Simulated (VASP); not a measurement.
Write the native input for VASP 6.6.1 that does the following.

| Item | Value |
| --- | --- |
| Task | single point |
| Functional | PBE |
| Potentials or basis | VASP PAW PBE potentials, release 64 (C, O) |
| Cutoff | 520 eV |
| k mesh | 6 × 6 × 4 |
| Occupations | gaussian, width 0.02 eV |
| Spin | no spin polarisation |
| Dipole correction | no |
| Further INCAR settings | ALGO = Normal; EDIFF = 1e-06; NBANDS = 25 |

The structure of CO2 lies in POSCAR:

```
CO2
1.0
    2.5470810215     -2.3074725743      0.1432426872
    2.5470810215      2.3074725743     -0.1432426872
    0.0000000000     -0.3952304946      6.5577961099
C O
2 4
Direct
    0.0058148062      0.0058148062      0.0000000000
    0.5523997505      0.5523997505      0.5000000000
    0.8028095322      0.1815781518      0.8904117261
    0.1815781518      0.8028095322      0.1095882739
    0.6803002022      0.2770975571      0.4088829836
    0.2770975571      0.6803002022      0.5911170164
```

This cell differs from its parent crystal: strained and its atoms moved.

These files were run (other wordings do the same):

INCAR

```
PREC = Accurate ; ENCUT = 520
EDIFF = 1E-6 ; ISMEAR = 0
SIGMA = 0.02 ; LREAL = False
LASPH = True ; NELM = 80
ALGO = Normal ; ISIF = 2
LWAVE = False ; LCHARG = False
GGA = PE ; NBANDS = 25
```

KPOINTS

```
Automatic mesh
0
Gamma
  6 6 4
```

Potentials or basis: VASP PAW PBE potentials, release 64 (C, O).

Launch:

```bash
$ cat potpaw_PBE.64/C/POTCAR potpaw_PBE.64/O/POTCAR > POTCAR
$ mpirun -np 1 vasp_std > vasp.out
```

It gave:

```
Pressure               : 14.7 GPa
Largest force          : 10.952 eV/Å
Band gap on the k mesh : 4.09 eV (least direct gap 4.75 eV)
```

Caveat: the cell differs from its parent crystal (strained and its atoms moved); the stress differs along the axes, from 3 to 31 GPa; this functional lacks dispersion, which holds the molecules together, so the pressure and a relaxed volume are unreliable; forces of over 1 eV/Å act on the atoms, so gaps and moduli don't describe the material at rest.

It took 2.5 min on 1 thread of Intel Xeon 8259CL, on a shared host, peak memory 0.22 GiB.
